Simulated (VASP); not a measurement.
# Na16F (a cell with a defect) in VASP: single point with LDA

Aim: the single point of Na16F (a cell with a defect) with LDA.

Everything below comes from runs of VASP 6.6.1. Logs are shortened: lines on timing, memory, paths and dates and some standing lists are left out, and cuts for length are marked.

### 1 The cell of the first run

The cell holds a defect, 17 atoms: a = 8.460 Å, b = 8.460 Å, c = 8.460 Å, α = 90.00°, β = 90.00°, γ = 90.00°.

### 2 Single point, LDA

INCAR

```
ALGO = Normal
EDIFF = 1E-6
ENCUT = 520
ISIF = 2
ISMEAR = -1
LASPH = T
LCHARG = F
LREAL = Auto
LWAVE = F
NBANDS = 74
NELM = 100
PREC = Accurate
SIGMA = 0.05
```

KPOINTS

```
k-points
0
Gamma
  2 2 2
```

POSCAR

```
Na16F
1.0
    8.4600000000      0.0000000000      0.0000000000
    0.0000000000      8.4600000000      0.0000000000
    0.0000000000      0.0000000000      8.4600000000
Na F
16 1
Direct
    0.0322677305     -0.0001534279      0.0100643026
    0.4678773050     -0.0001542553      0.0100695035
    0.0143745863      0.4999460993     -0.0064926714
   -0.0223658392     -0.0001283688      0.4681347518
    0.2501232861      0.2714561466      0.2812216312
    0.4857947991      0.4999463357     -0.0064686761
    0.5225645390     -0.0001283688      0.4680881797
    0.7500884161      0.2685791962      0.2330223404
   -0.0186871158      0.4999047281      0.5154950355
    0.2501234043      0.7283375887      0.2812698582
    0.2501333333      0.2174203310      0.7397408983
    0.5188835697      0.4999041371      0.5154576832
    0.7500890071      0.7312067376      0.2330637116
    0.7500503546      0.2355079196      0.7562593381
    0.2501342790      0.7824319149      0.7397284870
    0.7500505910      0.7643054374      0.7562251773
    0.2500280142     -0.0000243499      0.8750252955
```

Potentials or basis: VASP PAW LDA potentials, release 64 (Na_pv, F).

Started as:

```bash
> cat potpaw_LDA.64/Na_pv/POTCAR potpaw_LDA.64/F/POTCAR > POTCAR
> mpirun -np 1 vasp_std > vasp.out
```

OUTCAR:

```text
EDIFF = 1E-6
   ENCUT = 520
   ISIF = 2
   ISMEAR = -1
   LASPH = T
   LREAL = Auto
   NELM = 100
   PREC = Accurate

 ion  position               nearest neighbor table
   1  0.032  1.000  0.010-  17 2.17
   2  0.468  1.000  0.010-  17 2.17
   3  0.014  0.500  0.994-
   4  0.978  1.000  0.468-
   5  0.250  0.271  0.281-
   6  0.486  0.500  0.994-
   7  0.523  1.000  0.468-
   8  0.750  0.269  0.233-
   9  0.981  0.500  0.515-
  10  0.250  0.728  0.281-
  11  0.250  0.217  0.740-  17 2.17
  12  0.519  0.500  0.515-
  13  0.750  0.731  0.233-
  14  0.750  0.236  0.756-
  15  0.250  0.782  0.740-  17 2.17
  16  0.750  0.764  0.756-
  17  0.250  1.000  0.875-  11 2.17  15 2.17   1 2.17   2 2.17

  LATTYP: Found a simple cubic cell.
 ALAT       =     8.4600000000

  Lattice vectors:

 A1 = (   8.4600000000,   0.0000000000,   0.0000000000)
 A2 = (   0.0000000000,   8.4600000000,   0.0000000000)
 A3 = (   0.0000000000,   0.0000000000,   8.4600000000)

Analysis of symmetry for initial positions (statically):
=====================================================================
 Subroutine PRICEL returns:
 Original cell was already a primitive cell.

 Routine SETGRP: Setting up the symmetry group for a
 simple cubic supercell.

 Subroutine GETGRP returns: Found  1 space group operations
 (whereof  1 operations were pure point group operations)
 out of a pool of 48 trial point group operations.

The static configuration has the point symmetry C_1 .

Analysis of symmetry for dynamics (positions and initial velocities):
=====================================================================
 Subroutine PRICEL returns:
 Original cell was already a primitive cell.

 Routine SETGRP: Setting up the symmetry group for a
 simple cubic supercell.

 Subroutine GETGRP returns: Found  1 space group operations
 (whereof  1 operations were pure point group operations)
 out of a pool of 48 trial point group operations.

The dynamic configuration has the point symmetry C_1 .

 Subroutine INISYM returns: Found  1 space group operations
 (whereof  1 operations are pure point group operations),
 and found     1 'primitive' translations

----------------------------------------------------------------------------------------

                                     Primitive cell

  volume of cell :     605.4957

  direct lattice vectors                    reciprocal lattice vectors
     8.460000000  0.000000000  0.000000000     0.118203310  0.000000000  0.000000000
     0.000000000  8.460000000  0.000000000     0.000000000  0.118203310  0.000000000
     0.000000000  0.000000000  8.460000000     0.000000000  0.000000000  0.118203310

  length of vectors
     8.460000000  8.460000000  8.460000000     0.118203310  0.118203310  0.118203310

  position of ions in fractional coordinates (direct lattice)
     0.032267731  0.999846572  0.010064303
     0.467877305  0.999845745  0.010069503
     0.014374586  0.499946099  0.993507329
     0.977634161  0.999871631  0.468134752
     0.250123286  0.271456147  0.281221631
     0.485794799  0.499946336  0.993531324
[... 9 lines left out ...]
     0.750050591  0.764305437  0.756225177
     0.250028014  0.999975650  0.875025296

  ion indices of the primitive-cell ions
   primitive index   ion index
                 1           1
                 2           2
                 3           3
                 4           4
                 5           5
                 6           6
[... 9 lines left out ...]
                16          16
                17          17

----------------------------------------------------------------------------------------

 KPOINTS: k-points

Automatic generation of k-mesh.
 Grid dimensions read from file:
 generate k-points for:    2    2    2

 Generating k-lattice:

  Cartesian coordinates                     Fractional coordinates (reciprocal lattice)
     0.059101655  0.000000000  0.000000000     0.500000000  0.000000000  0.000000000
     0.000000000  0.059101655  0.000000000     0.000000000  0.500000000  0.000000000
     0.000000000  0.000000000  0.059101655     0.000000000  0.000000000  0.500000000

  Length of vectors
     0.059101655  0.059101655  0.059101655

  Shift w.r.t. Gamma in fractional coordinates (k-lattice)
     0.000000000  0.000000000  0.000000000

 Subroutine IBZKPT returns following result:
 ===========================================

 Found      8 irreducible k-points:

 Following reciprocal coordinates:
            Coordinates               Weight
  0.000000  0.000000  0.000000      1.000000
  0.500000  0.000000  0.000000      1.000000
  0.000000  0.500000  0.000000      1.000000
  0.000000  0.000000  0.500000      1.000000
  0.500000  0.500000  0.000000      1.000000
  0.000000  0.500000  0.500000      1.000000
  0.500000  0.000000  0.500000      1.000000
  0.500000  0.500000  0.500000      1.000000
   k-points           NKPTS =      8   k-points in BZ     NKDIM =      8   number of bands    NBANDS=     74
   number of dos      NEDOS =    301   number of ions     NIONS =     17
   total plane-waves  NPLWV = 262144
   dimension x,y,z NGX =    64 NGY =   64 NGZ =   64
   dimension x,y,z NGXF=   128 NGYF=  128 NGZF=  128
   ions per type =              16   1
   NGX,Y,Z   is equivalent  to a cutoff of  12.58, 12.58, 12.58 a.u.
   NGXF,Y,Z  is equivalent  to a cutoff of  25.15, 25.15, 25.15 a.u.
 SYSTEM =  unknown system
   PREC   = accura    normal or accurate (medium, high low for compatibility)
   ISTART =      0    job   : 0-new  1-cont  2-samecut
   ICHARG =      2    charge: 1-file 2-atom 10-const
   ISPIN  =      1    spin polarized calculation?
   LNONCOLLINEAR =      F non collinear calculations
   LSORBIT =      F    spin-orbit coupling
   LASPH  =      T    aspherical Exc in radial PAW
   ENCUT  =  520.0 eV  38.22 Ry    6.18 a.u.  15.73 15.73 15.73*2*pi/ulx,y,z
   NELM   =    100;   NELMIN=  2; NELMDL= -5     # of ELM steps
   EDIFF  = 0.1E-05   stopping-criterion for ELM
   LREAL  =      T    real-space projection
   EDIFFG = 0.1E-04   stopping-criterion for IOM
   NSW    =      0    number of steps for IOM
   IBRION =     -1    ionic relax: 0-MD 1-quasi-New 2-CG
   NFREE  =      0    steps in history (QN), initial steepest desc. (CG)
   ISIF   =      2    stress and relaxation
   ISYM   =      2    0-nonsym 1-usesym 2-fastsym
   POTIM  = 0.5000    time-step for ionic-motion
   TEBEG  =    0.0;   TEEND  =   0.0 temperature during run
   PSTRESS=    0.0 pullay stress
   NELECT =     119.0000    total number of electrons
   NUPDOWN=      -1.0000    fix difference up-down
   EMIN   =  10.00;   EMAX   =-10.00  energy-range for DOS
   EFERMI =   0.00;   METHOD = LEGACY
   ISMEAR =    -1;   SIGMA  =   0.05  broadening in eV -4-tet -1-fermi 0-gaus
   EFERMI_NEDOS =   21; number of points for ismear=-14 and -15
   IALGO  =     38    algorithm
   IMIX   =      4    mixing-type and parameters
     AMIX     =   0.40;   BMIX     =  1.00
     AMIX_MAG =   1.60;   BMIX_MAG =  1.00
  volume/ion in A,a.u.               =      35.62       240.36
  Fermi-wavevector in a.u.,A,eV,Ry     =   0.951817  1.798673 12.326274  0.905956
  Thomas-Fermi vector in A             =   2.080322
   LORBIT       =      0    0 simple, 1 ext, 2 COOP (PROOUT), +10 PAW based schemes
   GGA     = CA    functional components
   LHFCALC =     F    Hartree Fock is set to
   AEXX    =    0.0000 exact exchange contribution
   IVDW    =     0    specifies the selected vdW correction
   LEPSILON=     F    determine dielectric tensor
   LRPA    =     F    only Hartree local field effects (RPA)
 non-spin polarized calculation
  energy-cutoff  :      520.00
  volume of cell :      605.50
 maximum number of plane-waves:     16384
 NGX is ok and might be reduce to    64
   NGX = 31   NGY = 31   NGZ = 31

 number of electron     118.9999946 magnetization

 Free energy of the ion-electron system (eV)
  ---------------------------------------------------
  ext. energy  EPLUGINS =         0.00000000
  ---------------------------------------------------
  free energy    TOTEN  =       -29.92643889 eV

  energy without entropy =      -29.78014877  energy(sigma->0) =      -29.85329383

 E-fermi :   0.0732     XC(G=0):  -6.7395

 val. band max:       -0.2155048430   @ k =   0.0000   0.0000   0.5000
 cond. band min:       0.0775876967   @ k =   0.5000   0.0000   0.5000
 fundamental gap:      0.2930925398
 Fermi energy:         0.0731596200

 k-point     1 :       0.0000    0.0000    0.0000
  band No.  band energies     occupation
      1     -24.9824      2.00000
      2     -24.8368      2.00000
      3     -24.8314      2.00000
      4     -24.8312      2.00000
      5     -24.8310      2.00000
      6     -24.8305      2.00000
[... 63 lines left out ...]
     70       1.5467      0.00000
     71       1.9204      0.00000

 k-point     2 :       0.5000    0.0000    0.0000
  band No.  band energies     occupation
      1     -24.9823      2.00000
      2     -24.8344      2.00000
      3     -24.8325      2.00000
      4     -24.8314      2.00000
      5     -24.8299      2.00000
      6     -24.8282      2.00000
[... 63 lines left out ...]
     70       1.8724      0.00000
     71       1.9711      0.00000

 k-point     3 :       0.0000    0.5000    0.0000
  band No.  band energies     occupation
      1     -24.9823      2.00000
      2     -24.8342      2.00000
      3     -24.8325      2.00000
      4     -24.8314      2.00000
      5     -24.8301      2.00000
      6     -24.8283      2.00000
[... 359 lines left out ...]
     70       2.4448      0.00000
     71       2.5435      0.00000

 k-point     8 :       0.5000    0.5000    0.5000
  band No.  band energies     occupation
      1     -24.9820      2.00000
      2     -24.8322      2.00000
      3     -24.8321      2.00000
      4     -24.8317      2.00000
      5     -24.8305      2.00000
      6     -24.8278      2.00000
[... 63 lines left out ...]
     70       2.4431      0.00000
     71       2.4442      0.00000
 [bands above 71 left out]

------------------------ aborting loop because EDIFF is reached ----------------------------------------

  FORCE on cell =-STRESS in cart. coord.  units (eV):
  Direction    XX          YY          ZZ          XY          YZ          ZX
  --------------------------------------------------------------------------------------
  -------------------------------------------------------------------------------------
  Total       -3.0376474     -3.0327655     -2.9515185     -0.0000056     -0.0013078     -0.0011867
  in kB       -8.0377936     -8.0248759     -7.8098914     -0.0000148     -0.0034606     -0.0031402
  external PRESSURE =      -7.9575203 kB  Pullay stress =       0.0000000 kB

 VOLUME and BASIS-vectors are now :
 -----------------------------------------------------------------------------
  energy-cutoff  :      520.00
  volume of cell :      605.50
      direct lattice vectors                 reciprocal lattice vectors
     8.460000000  0.000000000  0.000000000     0.118203310  0.000000000  0.000000000
     0.000000000  8.460000000  0.000000000     0.000000000  0.118203310  0.000000000
     0.000000000  0.000000000  8.460000000     0.000000000  0.000000000  0.118203310

 POSITION                                       TOTAL-FORCE (eV/Angst)
 -----------------------------------------------------------------------------------
      0.27299      8.45870      0.08514        -0.012466      0.000184      0.005600
      3.95824      8.45870      0.08519         0.011318      0.000193      0.005004
      0.12161      4.22954      8.40507         0.000261     -0.000010     -0.001620
      8.27079      8.45891      3.96042         0.003993      0.000109      0.002024
      2.11604      2.29652      2.37913        -0.000157     -0.002155     -0.001856
      4.10982      4.22955      8.40528        -0.000212     -0.000002     -0.001714
[... 9 lines left out ...]
      6.34543      6.46602      6.39766         0.000023     -0.001256      0.001059
      2.11524      8.45979      7.40271         0.001818     -0.002036      0.001937
 -----------------------------------------------------------------------------------
    total drift:                                0.000620     -0.000640      0.000104

  FREE ENERGIE OF THE ION-ELECTRON SYSTEM (eV)
  ---------------------------------------------------
  free  energy   TOTEN  =       -29.9264388910 eV

  energy  without entropy=      -29.7801487690  energy(sigma->0) =      -29.85329383
```

Wall time 7.1 min (1 thread of Intel Xeon Platinum 8259CL at 2.50GHz (Skylake/Cascade Lake), shared host); peak memory 0.54 GiB.

Results:

```yaml
Free_energy: -29.9264 eV
Pressure: -0.8 GPa
Largest_force: 0.017 eV/Å
Band_gap_on_the_k_mesh: zero (an odd number of electrons rules out a gap without spin polarisation)
```

Forces in eV/Å, atoms in the order of the input:
```
Na  -0.012  0.000  0.006
Na   0.011  0.000  0.005
Na   0.000  0.000 -0.002
Na   0.004  0.000  0.002
Na   0.000 -0.002 -0.002
Na   0.000  0.000 -0.002
Na  -0.004  0.000  0.002
Na   0.000 -0.002  0.000
Na   0.001  0.000  0.002
Na   0.000  0.002 -0.002
Na   0.000  0.015 -0.008
Na  -0.002  0.000  0.002
Na   0.000  0.003  0.000
Na   0.000  0.001  0.001
Na   0.000 -0.014 -0.007
Na   0.000 -0.001  0.001
F    0.002 -0.002  0.002
```

Levels at points of the mesh, in eV from the Fermi level:
```
           k point  band 57  band 58  band 59  band 60  band 61  band 62
(0.00, 0.00, 0.00)    -0.90    -0.88    -0.61     0.85     0.89     0.95
(0.50, 0.00, 0.00)    -0.47    -0.47    -0.36    -0.32    -0.29     0.02
(0.00, 0.50, 0.00)    -0.47    -0.47    -0.36    -0.32    -0.29     0.02
(0.00, 0.00, 0.50)    -0.49    -0.43    -0.40    -0.29    -0.29     0.03
(0.50, 0.50, 0.00)     0.03     0.03     0.06     0.06     0.11     0.12
(0.00, 0.50, 0.50)     0.01     0.01     0.02     0.07     0.08     0.14
(0.50, 0.00, 0.50)     0.00     0.02     0.02     0.06     0.08     0.13
(0.50, 0.50, 0.50)    -1.43    -1.35    -1.35    -0.86     2.26     2.27
```

Caveat: the k points lie up to 0.37 Å⁻¹ apart, too coarse for converged energies and pressures of a metal.

The gap in the log of VASP goes by the Fermi energy; the results here count the filled bands.